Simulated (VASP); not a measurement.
Runs of VASP 6.6.1 on P. The typed cell holds 2 atoms: a = 2.425 Å, b = 2.439 Å, c = 4.852 Å, α = 90.00°, β = 90.24°, γ = 90.00°. 

```csv
k mesh,gap on the mesh (eV),pressure (GPa),largest force (eV/Å)
8 × 8 × 4,none,0.8,0.12
12 × 12 × 6,none,-0.2,0.13
10 × 10 × 5,none,(a),0.07
15 × 15 × 8,none,1.0,0.07
```

Alike in all rows: task single point; level r2SCAN; potentials or basis VASP PAW PBE potentials, release 64 (P); no spin polarisation; cell as given; cutoff (eV) 520; smearing fermi-dirac 0.05 eV.

Problem. Fill in the values left out.

Solution. (a) 0.4.

Caveats: the PAW data sets were made with another functional, which shifts forces and pressure a little.

A gap of «none» marks levels without a gap at the run's occupations.
